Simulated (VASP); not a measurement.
# SbPt (Fm-3m) in VASP: notebook, part 2 of 2

VASP 6.6.1. Earlier steps stand in the parts before.

## Step 5: Single point, PBEsol

This run uses another cell than the first one, of 20.49 Å³/atom, 1.042 times its volume.

Contents of INCAR:

```
SYSTEM = SbPt
  PREC = Accurate
  ENCUT = 520
  EDIFF = 1E-7
  ISMEAR = 0
  SIGMA = 0.05
  LREAL = .False.
  LASPH = .True.
  NELM = 80
  ALGO = Normal
  ISIF = 2
  LWAVE = .False.
  LCHARG = .False.
  GGA = PS
  NBANDS = 14
```

Contents of KPOINTS:

```
Automatic mesh
0
Gamma
  10 10 10
  0 0 0
```

Contents of POSCAR:

```
SbPt
1.0
    0.0000000000      2.7362534479      2.7362534479
    2.7362534479      0.0000000000      2.7362534479
    2.7362534479      2.7362534479      0.0000000000
Pt Sb
1 1
Direct
    0.5000000000      0.5000000000      0.5000000000
    0.0000000000      0.0000000000      0.0000000000
```

Potentials or basis: VASP PAW PBE potentials, release 64 (Pt, Sb).

On the command line:

```sh
$ cat potpaw_PBE.64/Pt/POTCAR potpaw_PBE.64/Sb/POTCAR > POTCAR
$ mpirun -np 1 vasp_std > vasp.out
```

OUTCAR:

```text
SYSTEM = SbPt
   PREC = Accurate
   ENCUT = 520
   EDIFF = 1E-7
   ISMEAR = 0
   LREAL = .False.
   LASPH = .True.
   NELM = 80
   ISIF = 2
   GGA = PS

 ion  position               nearest neighbor table
   1  0.500  0.500  0.500-   2 2.74   2 2.74   2 2.74   2 2.74   2 2.74   2 2.74
   2  0.000  0.000  0.000-   1 2.74   1 2.74   1 2.74   1 2.74   1 2.74   1 2.74

  LATTYP: Found a face centered cubic cell.
 ALAT       =     5.4725068958

  Lattice vectors:

 A1 = (   0.0000000000,   2.7362534479,   2.7362534479)
 A2 = (   2.7362534479,   0.0000000000,   2.7362534479)
 A3 = (   2.7362534479,   2.7362534479,   0.0000000000)

Analysis of symmetry for initial positions (statically):
=====================================================================
 Subroutine PRICEL returns:
 Original cell was already a primitive cell.

 Routine SETGRP: Setting up the symmetry group for a
 face centered cubic supercell.

 Subroutine GETGRP returns: Found 48 space group operations
 (whereof 48 operations were pure point group operations)
 out of a pool of 48 trial point group operations.

The static configuration has the point symmetry O_h .

Analysis of symmetry for dynamics (positions and initial velocities):
=====================================================================
 Subroutine PRICEL returns:
 Original cell was already a primitive cell.

 Routine SETGRP: Setting up the symmetry group for a
 face centered cubic supercell.

 Subroutine GETGRP returns: Found 48 space group operations
 (whereof 48 operations were pure point group operations)
 out of a pool of 48 trial point group operations.

The dynamic configuration has the point symmetry O_h .

 Subroutine INISYM returns: Found 48 space group operations
 (whereof 48 operations are pure point group operations),
 and found     1 'primitive' translations

----------------------------------------------------------------------------------------

[... 116 lines left out ...]
   LORBIT       =      0    0 simple, 1 ext, 2 COOP (PROOUT), +10 PAW based schemes
   GGA     = PS    functional components
   LHFCALC =     F    Hartree Fock is set to
   AEXX    =    0.0000 exact exchange contribution
   IVDW    =     0    specifies the selected vdW correction
   LEPSILON=     F    determine dielectric tensor
   LRPA    =     F    only Hartree local field effects (RPA)
 non-spin polarized calculation
 Gauss-broadening in eV      SIGMA  =   0.05
  energy-cutoff  :      520.00
  volume of cell :       40.97
 maximum number of plane-waves:      1117
 NGX is ok and might be reduce to    30
   NGX = 15   NGY = 15   NGZ = 15

 number of electron      14.9999999 magnetization

 Free energy of the ion-electron system (eV)
  ---------------------------------------------------
  ext. energy  EPLUGINS =         0.00000000
  ---------------------------------------------------
  free energy    TOTEN  =       -12.07646242 eV

  energy without entropy =      -12.07460187  energy(sigma->0) =      -12.07553215

 E-fermi :   9.4404     XC(G=0): -11.5828

 val. band max:        9.4088402956   @ k =   0.4000   0.3000   0.1000
 cond. band min:       9.4696392843   @ k =   0.5000   0.3000   0.0000
 fundamental gap:      0.0607989887
 Fermi energy:         9.4403968277

 k-point     1 :       0.0000    0.0000    0.0000
  band No.  band energies     occupation
      1      -3.0283      2.00000
      2       6.0576      2.00000
      3       6.0576      2.00000
      4       6.0576      2.00000
      5       6.1338      2.00000
      6       6.1338      2.00000
      7      10.7537      0.00000
      8      10.7537      0.00000
      9      10.7537      0.00000
     10      14.4536      0.00000
     11      17.2680      0.00000
     12      20.0717      0.00000
     13      20.0717      0.00000
     14      20.0717      0.00000
[... 377 lines left out ...]
      1      -1.0280      2.00000
      2       3.9180      2.00000
      3       5.3116      2.00000
      4       5.9506      2.00000
      5       6.5134      2.00000
      6       6.8004      2.00000
      7       8.2457      2.00000
      8       9.3524      1.98718
      9      10.3521      0.00000
     10      11.5079      0.00000
     11      16.9434      0.00000
     12      20.1267      0.00000
     13      20.3734      0.00000
     14      23.3997      0.00000

 [... further k-points ...]
[... 5 lines left out ...]
  --------------------------------------------------------------------------------------
  -------------------------------------------------------------------------------------
  Total       -0.0252967     -0.0252967     -0.0252967     -0.0000000     -0.0000000      0.0000000
  in kB       -0.9891793     -0.9891793     -0.9891793     -0.0000000     -0.0000000      0.0000000
  external PRESSURE =      -0.9891793 kB  Pullay stress =       0.0000000 kB

 VOLUME and BASIS-vectors are now :
 -----------------------------------------------------------------------------
  energy-cutoff  :      520.00
  volume of cell :       40.97
      direct lattice vectors                 reciprocal lattice vectors
     0.000000000  2.736253448  2.736253448    -0.182731611  0.182731611  0.182731611
     2.736253448  0.000000000  2.736253448     0.182731611 -0.182731611  0.182731611
     2.736253448  2.736253448  0.000000000     0.182731611  0.182731611 -0.182731611

 POSITION                                       TOTAL-FORCE (eV/Angst)
 -----------------------------------------------------------------------------------
      2.73625      2.73625      2.73625         0.000000      0.000000      0.000000
      0.00000      0.00000      0.00000        -0.000000     -0.000000     -0.000000
 -----------------------------------------------------------------------------------
    total drift:                                0.000000     -0.000000      0.000000

  FREE ENERGIE OF THE ION-ELECTRON SYSTEM (eV)
  ---------------------------------------------------
  free  energy   TOTEN  =       -12.0764624200 eV

  energy  without entropy=      -12.0746018717  energy(sigma->0) =      -12.07553215
```

OSZICAR:

```text
N       E                     dE             d eps       ncg     rms          rms(c)
DAV:   1     0.638935368619E+02    0.63894E+02   -0.60630E+03  1316   0.886E+02
DAV:   2    -0.104922056615E+02   -0.74386E+02   -0.67094E+02  1598   0.183E+02
DAV:   3    -0.123334822185E+02   -0.18413E+01   -0.18171E+01  1640   0.291E+01
DAV:   4    -0.123454971936E+02   -0.12015E-01   -0.12014E-01  1532   0.275E+00
DAV:   5    -0.123456535511E+02   -0.15636E-03   -0.15636E-03  1664   0.326E-01    0.769E+00
DAV:   6    -0.121268165729E+02    0.21884E+00   -0.94139E-01  1442   0.800E+00    0.359E+00
DAV:   7    -0.120888880756E+02    0.37928E-01   -0.75214E-02  1400   0.240E+00    0.226E+00
DAV:   8    -0.120766940636E+02    0.12194E-01   -0.25409E-02  1598   0.119E+00    0.218E-01
DAV:   9    -0.120765563853E+02    0.13768E-03   -0.52270E-04  1508   0.167E-01    0.169E-01
DAV:  10    -0.120764626083E+02    0.93777E-04   -0.19643E-04  1466   0.861E-02    0.230E-02
DAV:  11    -0.120764634835E+02   -0.87522E-06   -0.16727E-05  1646   0.309E-02    0.184E-02
DAV:  12    -0.120764626586E+02    0.82496E-06   -0.11541E-06  1484   0.837E-03    0.486E-03
DAV:  13    -0.120764624502E+02    0.20837E-06   -0.11748E-07  1344   0.229E-03    0.141E-03
DAV:  14    -0.120764624200E+02    0.30147E-07   -0.72759E-09   892   0.671E-04
   1 F= -.12076462E+02 E0= -.12075532E+02  d E =-.186055E-02
```

stdout:

```text
POSCAR found type information on POSCAR PtSb
 POSCAR found :  2 types and       2 ions
 scaLAPACK will be used
 -----------------------------------------------------------------------------
|                                                                             |
|                                                                             |
|     You enforced a specific xc type in the INCAR file but a different       |
|     I HOPE YOU KNOW WHAT YOU ARE DOING!                                     |
|                                                                             |
 -----------------------------------------------------------------------------

 LDA part: xc-table for (Slater+PW92), standard interpolation
 POSCAR, INCAR and KPOINTS ok, starting setup
 FFT: planning ... GRIDC
 FFT: planning ... GRID_SOFT
 FFT: planning ... GRID
 WAVECAR not read
 entering main loop
```

Wall time 44 s (1 thread of Intel Xeon Platinum 8259CL at 2.50GHz (Skylake/Cascade Lake), shared host); peak memory 0.18 GiB.

Results:

* Free energy: -12.0765 eV
* Pressure: -0.1 GPa

Levels at points of the mesh, in eV from the Fermi level:
| k point | band 5 | band 6 | band 7 | band 8 | band 9 | band 10 |
| --- | --- | --- | --- | --- | --- | --- |
| (0.00, 0.00, 0.00) | -3.31 | -3.31 | 1.31 | 1.31 | 1.31 | 5.01 |
| (0.50, 0.00, 0.00) | -2.61 | -2.61 | -2.13 | 4.19 | 4.84 | 4.84 |
| (0.50, 0.50, 0.00) | -2.27 | -2.27 | -1.62 | -1.51 | -1.51 | 1.15 |

Caveat: the PAW data sets were made with another functional, which shifts forces and pressure a little; spin-orbit coupling is left out, which moves the levels of the heavy elements.

## Step 6: The runs side by side

```csv
cell,gap on the mesh (eV),pressure (GPa)
"a = 3.817 Å, angles 60.0°, 2 atoms",none,6.2
"a = 3.845 Å, angles 60.0°, 2 atoms",none,2.8
"a = 3.844 Å, angles 60.0°, 2 atoms",none,2.9
"a = 3.870 Å, angles 60.0°, 2 atoms",none,-0.1
```

Alike in all rows: task single point; level PBEsol; potentials or basis VASP PAW PBE potentials, release 64 (Pt, Sb); no spin polarisation; k mesh 10 × 10 × 10; cutoff (eV) 520; smearing gaussian 0.05 eV.

Caveats: the PAW data sets were made with another functional, which shifts forces and pressure a little; spin-orbit coupling is left out, which moves the levels of the heavy elements.

Total energies depend on the potentials used, so only differences within one code and one set of settings carry meaning.
